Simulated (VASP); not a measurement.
# AlN (P6_3/mmc) in VASP: G0W0 quasiparticle levels with r2SCAN

Aim: the G0W0 quasiparticle levels of AlN with r2SCAN.

Program: VASP 6.6.1. These are calculated values, not measurements. Logs are shortened: lines on timing, memory, paths and dates and some standing lists are left out, and cuts for length are marked.

### Step 1. The cell of the first run

Symmetry: P6_3/mmc, No. 194, hexagonal system. The conventional cell has a = 3.292 Å, b = 3.292 Å, c = 4.137 Å, α = 90.00°, β = 90.00°, γ = 120.00°. Within 2.5 Å of Al (site symmetry -6m2) lie 5 N at 1.90 to 2.07 Å. Within 2.5 Å of N (site symmetry -6m2) lie 5 Al at 1.90 to 2.07 Å.

### Step 2. G0W0 quasiparticle levels, r2SCAN

Input file POSCAR:

```
AlN
1.0
    3.2923468268      0.0000000000      0.0000000000
   -1.6461734134      2.8512559901      0.0000000000
    0.0000000000      0.0000000000      4.1369586208
Al N
2 2
Direct
    0.3333333333      0.6666666667      0.2500000000
    0.6666666667      0.3333333333      0.7500000000
    0.6666666667      0.3333333333      0.2500000000
    0.3333333333      0.6666666667      0.7500000000
```

Input file INCAR.step1:

```
  PREC = Accurate
  ENCUT = 500
  EDIFF = 1E-8
  ISMEAR = 0
  SIGMA = 0.01
  LREAL = False
  LASPH = True
  NELM = 60
  ALGO = Normal
  LWAVE = True
  LCHARG = False
  METAGGA = R2SCAN
  LMIXTAU = True
```

Input file INCAR.step2:

```
  PREC = Accurate
  ENCUT = 500
  EDIFF = 1E-8
  ISMEAR = 0
  SIGMA = 0.01
  LREAL = False
  LASPH = True
  NELM = 1
  ALGO = Exact
  LWAVE = True
  LCHARG = False
  METAGGA = R2SCAN
  LMIXTAU = True
  NBANDS = 71
  LOPTICS = True
  ISTART = 1
```

Input file INCAR.step3:

```
  PREC = Accurate
  ENCUT = 500
  EDIFF = 1E-8
  ISMEAR = 0
  SIGMA = 0.01
  LREAL = False
  LASPH = True
  ALGO = EVGW0
  LWAVE = False
  LCHARG = False
  METAGGA = R2SCAN
  LMIXTAU = True
  NELMGW = 1
  NBANDS = 71
  ENCUTGW = 80.0
  NOMEGA = 96
  PRECFOCK = Fast
  ISTART = 1
  NBANDSGW = 16
  OMEGAMAX = 20
```

Input file KPOINTS:

```
Automatic mesh
0
Gamma
  6 6 4
```

Potentials or basis: VASP PAW PBE potentials, release 64 (Al_GW, N_GW).

Launch:

```
cat potpaw_PBE.64/Al_GW/POTCAR potpaw_PBE.64/N_GW/POTCAR > POTCAR
cp INCAR.step1 INCAR
mpirun -np 1 vasp_std > vasp.out
cp INCAR.step2 INCAR
mpirun -np 1 vasp_std > vasp.out
cp INCAR.step3 INCAR
mpirun -np 1 vasp_std > vasp.out
```

OUTCAR:

```text
PREC = Accurate
   ENCUT = 500
   EDIFF = 1E-8
   ISMEAR = 0
   LREAL = False
   LASPH = True
   METAGGA = R2SCAN
   NELMGW = 1
   ENCUTGW = 80.0
   PRECFOCK = Fast
   ISTART = 1

 ion  position               nearest neighbor table
   1  0.333  0.667  0.250-   3 1.90   3 1.90   3 1.90   4 2.07   4 2.07
   2  0.667  0.333  0.750-   4 1.90   4 1.90   4 1.90   3 2.07   3 2.07
   3  0.667  0.333  0.250-   1 1.90   1 1.90   1 1.90   2 2.07   2 2.07
   4  0.333  0.667  0.750-   2 1.90   2 1.90   2 1.90   1 2.07   1 2.07

  LATTYP: Found a hexagonal cell.
 ALAT       =     3.2923468268
 C/A-ratio  =     1.2565379161

  Lattice vectors:

 A1 = (   3.2923468268,   0.0000000000,   0.0000000000)
 A2 = (  -1.6461734134,   2.8512559901,   0.0000000000)
 A3 = (   0.0000000000,   0.0000000000,   4.1369586208)

Analysis of symmetry for initial positions (statically):
=====================================================================
 Subroutine PRICEL returns:
 Original cell was already a primitive cell.

 Routine SETGRP: Setting up the symmetry group for a
 hexagonal supercell.

 Subroutine GETGRP returns: Found 24 space group operations
 (whereof 12 operations were pure point group operations)
 out of a pool of 24 trial point group operations.

The static configuration has the point symmetry D_3d.
 The point group associated with its full space group is D_6h.

Analysis of symmetry for dynamics (positions and initial velocities):
=====================================================================
 Subroutine PRICEL returns:
 Original cell was already a primitive cell.

 Routine SETGRP: Setting up the symmetry group for a
 hexagonal supercell.

 Subroutine GETGRP returns: Found 24 space group operations
 (whereof 12 operations were pure point group operations)
 out of a pool of 24 trial point group operations.

The dynamic configuration has the point symmetry D_3d.
 The point group associated with its full space group is D_6h.

 Subroutine INISYM returns: Found 24 space group operations
 (whereof 12 operations are pure point group operations),
 and found     1 'primitive' translations

----------------------------------------------------------------------------------------

                                     Primitive cell

  volume of cell :      38.8350

  direct lattice vectors                    reciprocal lattice vectors
     3.292346827  0.000000000  0.000000000     0.303734707  0.175361315  0.000000000
    -1.646173413  2.851255990  0.000000000     0.000000000  0.350722630  0.000000000
     0.000000000  0.000000000  4.136958621     0.000000000  0.000000000  0.241723472

  length of vectors
     3.292346827  3.292346827  4.136958621     0.350722630  0.350722630  0.241723472

  position of ions in fractional coordinates (direct lattice)
     0.333333333  0.666666667  0.250000000
     0.666666667  0.333333333  0.750000000
     0.666666667  0.333333333  0.250000000
     0.333333333  0.666666667  0.750000000

  ion indices of the primitive-cell ions
   primitive index   ion index
                 1           1
                 2           2
                 3           3
                 4           4

----------------------------------------------------------------------------------------

 KPOINTS: Automatic mesh

Automatic generation of k-mesh.
 Grid dimensions read from file:
 generate k-points for:    6    6    4

 Generating k-lattice:

  Cartesian coordinates                     Fractional coordinates (reciprocal lattice)
     0.050622451  0.029226886  0.000000000     0.166666667 -0.000000000  0.000000000
     0.000000000  0.058453772  0.000000000     0.000000000  0.166666667  0.000000000
     0.000000000  0.000000000  0.060430868     0.000000000  0.000000000  0.250000000

  Length of vectors
     0.058453772  0.058453772  0.060430868

  Shift w.r.t. Gamma in fractional coordinates (k-lattice)
     0.000000000  0.000000000  0.000000000

 Subroutine IBZKPT returns following result:
 ===========================================

 Found     21 irreducible k-points:

 Following reciprocal coordinates:
            Coordinates               Weight
  0.000000  0.000000  0.000000      1.000000
  0.166667  0.000000  0.000000      6.000000
  0.333333  0.000000  0.000000      6.000000
  0.500000  0.000000  0.000000      3.000000
  0.166667  0.166667  0.000000      6.000000
  0.333333  0.166667  0.000000     12.000000
[... 13 lines left out ...]
  0.333333  0.166667  0.500000     12.000000
  0.333333  0.333333  0.500000      2.000000
   k-points           NKPTS =     21   k-points in BZ     NKDIM =    144   number of bands    NBANDS=     71
   number of dos      NEDOS =    301   number of ions     NIONS =      4
   total plane-waves  NPLWV =  17280
   dimension x,y,z NGX =    24 NGY =   24 NGZ =   30
   dimension x,y,z NGXF=    48 NGYF=   48 NGZF=   60
   ions per type =               2   2
   NGX,Y,Z   is equivalent  to a cutoff of  12.12, 12.12, 12.06 a.u.
   NGXF,Y,Z  is equivalent  to a cutoff of  24.24, 24.24, 24.11 a.u.
 SYSTEM =  unknown system
   PREC   = accura    normal or accurate (medium, high low for compatibility)
   ISTART =      1    job   : 0-new  1-cont  2-samecut
   ICHARG =      0    charge: 1-file 2-atom 10-const
   ISPIN  =      1    spin polarized calculation?
   LNONCOLLINEAR =      F non collinear calculations
   LSORBIT =      F    spin-orbit coupling
   LASPH  =      T    aspherical Exc in radial PAW
   ENCUT  =  500.0 eV  36.75 Ry    6.06 a.u.   6.00  6.00  7.54*2*pi/ulx,y,z
   NELM   =     60;   NELMIN=  2; NELMDL=  0     # of ELM steps
   EDIFF  = 0.1E-07   stopping-criterion for ELM
   LREAL  =      F    real-space projection
   EDIFFG = 0.1E-06   stopping-criterion for IOM
   NSW    =      0    number of steps for IOM
   IBRION =     -1    ionic relax: 0-MD 1-quasi-New 2-CG
   NFREE  =      0    steps in history (QN), initial steepest desc. (CG)
   ISIF   =      0    stress and relaxation
   ISYM   =      3    0-nonsym 1-usesym 2-fastsym
   POTIM  = 0.5000    time-step for ionic-motion
   TEBEG  =    0.0;   TEEND  =   0.0 temperature during run
   PSTRESS=    0.0 pullay stress
   NELECT =      16.0000    total number of electrons
   NUPDOWN=      -1.0000    fix difference up-down
   EMIN   =  10.00;   EMAX   =-10.00  energy-range for DOS
   EFERMI =   0.00;   METHOD = LEGACY
   ISMEAR =     0;   SIGMA  =   0.01  broadening in eV -4-tet -1-fermi 0-gaus
   EFERMI_NEDOS =   21; number of points for ismear=-14 and -15
   IALGO  =     38    algorithm
   IMIX   =      4    mixing-type and parameters
     AMIX     =   0.40;   BMIX     =  1.00
     AMIX_MAG =   1.60;   BMIX_MAG =  1.00
  volume/ion in A,a.u.               =       9.71        65.52
  Fermi-wavevector in a.u.,A,eV,Ry     =   1.218168  2.302004 20.190136  1.483933
  Thomas-Fermi vector in A             =   2.353464
   LORBIT       =      0    0 simple, 1 ext, 2 COOP (PROOUT), +10 PAW based schemes
   METAGGA = R2SCAN    functional components
   LHFCALC =     T    Hartree Fock is set to
   PRECFOCK=fast      Normal, Fast or Accurate (Low or Medium for compatibility)
   ENCUT4O =  -1.0   cutoff for four orbital integrals eV
   NKREDX  =     1    reduce k-point grid by
   NKREDY  =     1    reduce k-point grid by
   NKREDZ  =     1    reduce k-point grid by
   AEXX    =    1.0000 exact exchange contribution
   HFSCREEN=    0.0000 screening length (either q_TF or 0.3 A-1)
   HFSCREENC=   0.0000 screening length for correlation (either q_TF or 0.3 A-1)
   ENCUTFOCK=  -1.0 apply spherical cutoff to Coloumb kernel
   IVDW    =     0    specifies the selected vdW correction
   LEPSILON=     F    determine dielectric tensor
   LRPA    =     F    only Hartree local field effects (RPA)
   LRPAFORCE           =     F    calculate RPA forces
   ENCUTGW             =  80.0    cutoff for response function in eV
   ENCUTGWSOFT         =  64.0    soft cutoff for Coulomb kernel in GW response function in eV
   ENCUTLF             =  -1.0    cutoff for local field effects
   NELMGW              =     1    number of iterations in solving QP/BSE equation
   NELMHF              =     1    number of iterations in the inner HF iteration
   NKREDLFX            =     1    NKREDLFY  =   1   NKREDLFZ  =   1
 non-spin polarized calculation
 Gauss-broadening in eV      SIGMA  =   0.01
  energy-cutoff  :      500.00
  volume of cell :       38.83
 maximum number of plane-waves:      1002
  NGX = 14; NGY = 14; NGZ = 18
   NGX = 13   NGY = 13   NGZ = 15
 maximum number of plane-waves:        78
 NGX is ok and might be reduce to    10

 QP shifts <psi_nk| G(iteration)W_0 |psi_nk>: iteration 1
 for sc-GW calculations column KS-energies equals QP-energies in previous step
 and V_xc(KS)=  KS-energies - (<T + V_ion + V_H > + <T+V_H+V_ion>^1  + <V_x>^1)

 k-point   1 :       0.0000    0.0000    0.0000
  band No.  KS-energies  QP-energies   sigma(KS)   V_xc(KS)     V^pw_x(r,r')   Z            occupation Imag(sigma)

      1     -10.9263     -11.5733     -16.9716     -16.1211     -25.0989       0.7607       2.0000       1.2522
      2      -7.1486      -7.3896     -18.5846     -18.2660     -26.4204       0.7567       2.0000       0.7965
      3      -0.2809      -1.1210     -15.1392     -14.0203     -19.5201       0.7508       2.0000       0.1102
      4       3.4309       2.9034     -16.8334     -16.1683     -20.4745       0.7931       2.0000       0.0511
      5       3.4309       2.9034     -16.8334     -16.1683     -20.4745       0.7931       2.0000       0.0511
      6       5.2036       4.8639     -17.3133     -16.8905     -20.6619       0.8033       2.0000       0.0419
[... 8 lines left out ...]
     15      19.7328      20.5848      -9.0372     -10.0697      -4.4831       0.8251       0.0000      -0.0694
     16      19.7328      20.5848      -9.0372     -10.0697      -4.4831       0.8251       0.0000      -0.0694

 k-point   2 :       0.1667    0.0000    0.0000
  band No.  KS-energies  QP-energies   sigma(KS)   V_xc(KS)     V^pw_x(r,r')   Z            occupation Imag(sigma)

      1     -10.6072     -11.2195     -17.0687     -16.2636     -25.1631       0.7604       2.0000       1.2148
      2      -7.1652      -7.4042     -18.6318     -18.3154     -26.4689       0.7552       2.0000       0.7930
      3       0.0704      -0.7574     -15.2237     -14.1271     -19.5180       0.7549       2.0000       0.1004
      4       2.4333       1.7518     -16.0244     -15.1585     -19.7064       0.7872       2.0000       0.0592
      5       3.0220       2.4303     -16.5535     -15.8051     -20.2332       0.7905       2.0000       0.0541
      6       4.2876       3.8070     -16.6877     -16.0868     -20.0175       0.7999       2.0000       0.0452
[... 8 lines left out ...]
     15      18.6255      19.4079      -8.8825      -9.8279      -4.4242       0.8276       0.0000      -0.0603
     16      20.0898      20.9515      -9.4262     -10.4995      -4.4403       0.8029       0.0000      -0.0930
[... 348 lines left out ...]
      5       2.5225       1.7849     -15.6706     -14.7358     -19.2699       0.7891       2.0000       0.0587
      6       2.5225       1.7849     -15.6706     -14.7358     -19.2699       0.7891       2.0000       0.0587
[... 8 lines left out ...]
     15      20.4543      21.4789     -10.8055     -12.1037      -5.6566       0.7892       0.0000      -0.1175
     16      20.4543      21.4789     -10.8055     -12.1037      -5.6566       0.7892       0.0000      -0.1175

 k-point  21 :       0.3333    0.3333    0.5000
  band No.  KS-energies  QP-energies   sigma(KS)   V_xc(KS)     V^pw_x(r,r')   Z            occupation Imag(sigma)

      1      -8.1282      -8.4618     -18.2990     -17.8615     -26.2094       0.7626       2.0000       0.9101
      2      -8.1282      -8.4618     -18.2990     -17.8615     -26.2094       0.7626       2.0000       0.9101
      3      -0.1828      -1.0290     -15.1685     -14.0469     -19.4610       0.7544       2.0000       0.1031
      4      -0.1828      -1.0290     -15.1685     -14.0469     -19.4610       0.7544       2.0000       0.1031
      5       1.5696       0.7000     -15.0044     -13.8918     -18.6912       0.7817       2.0000       0.0675
      6       1.5696       0.7000     -15.0044     -13.8918     -18.6912       0.7817       2.0000       0.0675
[... 8 lines left out ...]
     15      20.7907      21.4216      -8.6262      -9.4139      -3.3945       0.8010       0.0000      -0.1322
     16      20.7907      21.4216      -8.6262      -9.4139      -3.3945       0.8010       0.0000      -0.1322
```

Run time: 5.8 min. Hardware: 1 thread of AMD EPYC 9R45 (Zen 5), shared host; peak memory 0.58 GiB.

Results:

```
Quasiparticle gap                                   : 4.90 eV
Least direct quasiparticle gap                      : 4.90 eV
Band gap of the starting levels on the mesh         : 4.05 eV
Least direct gap of the starting levels on the mesh : 4.05 eV
```

Caveat: the k points lie up to 0.38 Å⁻¹ apart; bands, screening cutoff and mesh are small and nothing is extrapolated, so the quasiparticle values aren't converged.
